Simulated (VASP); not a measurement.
# Zr (Fm-3m) in VASP: further runs, part 2 of 2

VASP 6.6.1.

### Step 4. Electric field gradients, PBE (volume scaled by 0.9405)

Input file INCAR:

```
ALGO = Normal
EDIFF = 1E-8
ENCUT = 400
GGA = PE
GGA_COMPAT = False
ISIF = 2
ISMEAR = -1
LASPH = True
LCHARG = False
LEFG = True
LREAL = False
LWAVE = False
NBANDS = 12
NELM = 120
PREC = Accurate
SIGMA = 0.05
```

Input file KPOINTS:

```
k-points
0
Gamma
  13 13 13
```

Input file POSCAR:

```
Zr
1.0
    0.0000000000      2.2093582665      2.2093582665
    2.2093582665      0.0000000000      2.2093582665
    2.2093582665      2.2093582665      0.0000000000
Zr
1
Direct
    0.0000000000      0.0000000000      0.0000000000
```

Potentials or basis: VASP PAW PBE potentials, release 64 (Zr_sv).

The run is started by

```console
cat potpaw_PBE.64/Zr_sv/POTCAR > POTCAR
mpirun -np 1 vasp_std > vasp.out
```

OUTCAR:

```text
EDIFF = 1E-8
   ENCUT = 400
   GGA = PE
   ISIF = 2
   ISMEAR = -1
   LASPH = True
   LREAL = False
   NELM = 120
   PREC = Accurate

 ion  position               nearest neighbor table
   1  0.000  0.000  0.000-

  LATTYP: Found a face centered cubic cell.
 ALAT       =     4.4187165330

  Lattice vectors:

 A1 = (   0.0000000000,   2.2093582665,   2.2093582665)
 A2 = (   2.2093582665,   0.0000000000,   2.2093582665)
 A3 = (   2.2093582665,   2.2093582665,   0.0000000000)

Analysis of symmetry for initial positions (statically):
=====================================================================
 Subroutine PRICEL returns:
 Original cell was already a primitive cell.

 Routine SETGRP: Setting up the symmetry group for a
 face centered cubic supercell.

 Subroutine GETGRP returns: Found 48 space group operations
 (whereof 48 operations were pure point group operations)
 out of a pool of 48 trial point group operations.

The static configuration has the point symmetry O_h .

Analysis of symmetry for dynamics (positions and initial velocities):
=====================================================================
 Subroutine PRICEL returns:
 Original cell was already a primitive cell.

 Routine SETGRP: Setting up the symmetry group for a
 face centered cubic supercell.

 Subroutine GETGRP returns: Found 48 space group operations
 (whereof 48 operations were pure point group operations)
 out of a pool of 48 trial point group operations.

The dynamic configuration has the point symmetry O_h .

[... 158 lines left out ...]
      7      10.7610      0.00000
      8      10.7610      0.00000
      9      13.4246      0.00000
     10      13.4246      0.00000
     11      20.4090      0.00000
     12      24.8857      0.00000
[... 331 lines left out ...]
 k-point    24 :       0.4615    0.1538    0.0000
  band No.  band energies     occupation
      1     -38.6069      2.00000
      2     -17.2708      2.00000
      3     -16.4956      2.00000
      4     -16.4205      2.00000
      5       7.2226      2.00000
      6       9.4056      1.99832
      7      10.3592      0.00001
      8      11.3576      0.00000
      9      15.4757      0.00000
     10      15.4837      0.00000
     11      20.2611      0.00000
     12      22.2833      0.00000

 [... further k-points ...]

------------------------ aborting loop because EDIFF is reached ----------------------------------------

  FORCE on cell =-STRESS in cart. coord.  units (eV):
  Direction    XX          YY          ZZ          XY          YZ          ZX
  --------------------------------------------------------------------------------------
  -------------------------------------------------------------------------------------
  Total        0.9652000      0.9652000      0.9652000      0.0000000      0.0000000      0.0000000
  in kB       71.6967486     71.6967486     71.6967486      0.0000000      0.0000000      0.0000000
  external PRESSURE =      71.6967486 kB  Pullay stress =       0.0000000 kB

 VOLUME and BASIS-vectors are now :
 -----------------------------------------------------------------------------
  energy-cutoff  :      400.00
  volume of cell :       21.57
      direct lattice vectors                 reciprocal lattice vectors
     0.000000000  2.209358266  2.209358266    -0.226310059  0.226310059  0.226310059
     2.209358266  0.000000000  2.209358266     0.226310059 -0.226310059  0.226310059
     2.209358266  2.209358266  0.000000000     0.226310059  0.226310059 -0.226310059

 POSITION                                       TOTAL-FORCE (eV/Angst)
 -----------------------------------------------------------------------------------
      0.00000      0.00000      0.00000         0.000000      0.000000     -0.000000
 -----------------------------------------------------------------------------------
    total drift:                                0.000000     -0.000000     -0.000000

  FREE ENERGIE OF THE ION-ELECTRON SYSTEM (eV)
  ---------------------------------------------------
  free  energy   TOTEN  =        -8.4470224776 eV

  energy  without entropy=       -8.4335495895  energy(sigma->0) =       -8.44028603

 Electric field gradients (V/A^2)
---------------------------------------------------------------------
 ion       V_xx      V_yy      V_zz      V_xy      V_xz      V_yz
---------------------------------------------------------------------
   1      -0.000     0.000     0.000    -0.000    -0.000    -0.000
---------------------------------------------------------------------

 Electric field gradients after diagonalization (V/A^2)
 (convention: |V_zz| > |V_xx| > |V_yy|)
----------------------------------------------------------------------
 ion       V_xx      V_yy      V_zz     asymmetry (V_yy - V_xx)/ V_zz
----------------------------------------------------------------------
   1       0.000     0.000    -0.000       0.000
----------------------------------------------------------------------

           NMR quadrupolar parameters

 Cq : quadrupolar parameter    Cq=e*Q*V_zz/h
 eta: asymmetry parameters     (V_yy - V_xx)/ V_zz
 Q  : nuclear electric quadrupole moment in mb (millibarn)
----------------------------------------------------------------------
 ion       Cq(MHz)       eta       Q (mb)
----------------------------------------------------------------------
   1      -0.000       0.000       1.000
----------------------------------------------------------------------
```

OSZICAR:

```text
N       E                     dE             d eps       ncg     rms          rms(c)
DAV:   1     0.743229382288E+02    0.74323E+02   -0.61173E+03  2056   0.826E+02
DAV:   2    -0.625030535021E+01   -0.80573E+02   -0.78363E+02  2392   0.250E+02
DAV:   3    -0.869732442943E+01   -0.24470E+01   -0.24214E+01  2924   0.354E+01
DAV:   4    -0.873865354301E+01   -0.41329E-01   -0.41317E-01  2284   0.489E+00
DAV:   5    -0.873986271171E+01   -0.12092E-02   -0.12091E-02  2992   0.598E-01    0.117E+01
DAV:   6    -0.848815928526E+01    0.25170E+00   -0.34327E-01  2184   0.549E+00    0.487E+00
DAV:   7    -0.844371570652E+01    0.44444E-01   -0.18922E-01  2444   0.391E+00    0.719E-01
DAV:   8    -0.844703360343E+01   -0.33179E-02   -0.11522E-02  2364   0.125E+00    0.789E-02
DAV:   9    -0.844702903809E+01    0.45653E-05   -0.36615E-04  2516   0.155E-01    0.246E-02
DAV:  10    -0.844702637468E+01    0.26634E-05   -0.12202E-05  2348   0.376E-02    0.706E-03
DAV:  11    -0.844702266264E+01    0.37120E-05   -0.20578E-06  2972   0.116E-02    0.243E-03
DAV:  12    -0.844702247070E+01    0.19195E-06   -0.39439E-08  2556   0.213E-03    0.478E-04
DAV:  13    -0.844702247758E+01   -0.68869E-08   -0.21241E-09  1396   0.545E-04
   1 F= -.84470225E+01 E0= -.84402860E+01  d E =-.134729E-01
```

stdout:

```text
POSCAR found type information on POSCAR Zr
 POSCAR found :  1 types and       1 ions
 scaLAPACK will be used
 LDA part: xc-table for (Slater+PW92), standard interpolation
 POSCAR, INCAR and KPOINTS ok, starting setup
 FFT: planning ... GRIDC
 FFT: planning ... GRID_SOFT
 FFT: planning ... GRID
 WAVECAR not read
 entering main loop
ion   1
```

Wall time 14 s (1 thread of Intel Xeon 6975P-C, shared host); peak memory 0.13 GiB.

What came out:

- Free energy: -8.4470 eV
- Pressure: 7.2 GPa
- Band gap on the k mesh: zero (band 6 reaches 10.76 eV, above the bottom of band 7 at 9.16 eV)

Caveat: without QUAD_EFG the Cq values of the log hold for a quadrupole moment of 1 mb, not for the nuclei.

### Step 5. The runs side by side

| cell | cutoff (eV) | gap on the mesh (eV) | pressure (GPa) |
| --- | --- | --- | --- |
| a = 3.210 Å, angles 60.0°, 1 atom | 520 | none | -0.6 |
| a = 3.252 Å, angles 60.0°, 1 atom | 520 | none | -3.8 |
| a = 3.125 Å, angles 60.0°, 1 atom | 400 | none | 7.2 |

Alike in all rows: task electric field gradients; level PBE; potentials or basis VASP PAW PBE potentials, release 64 (Zr_sv); no spin polarisation; k mesh 13 × 13 × 13; smearing fermi-dirac 0.05 eV.

Total energies depend on the potentials used, so only differences within one code and one set of settings carry meaning.
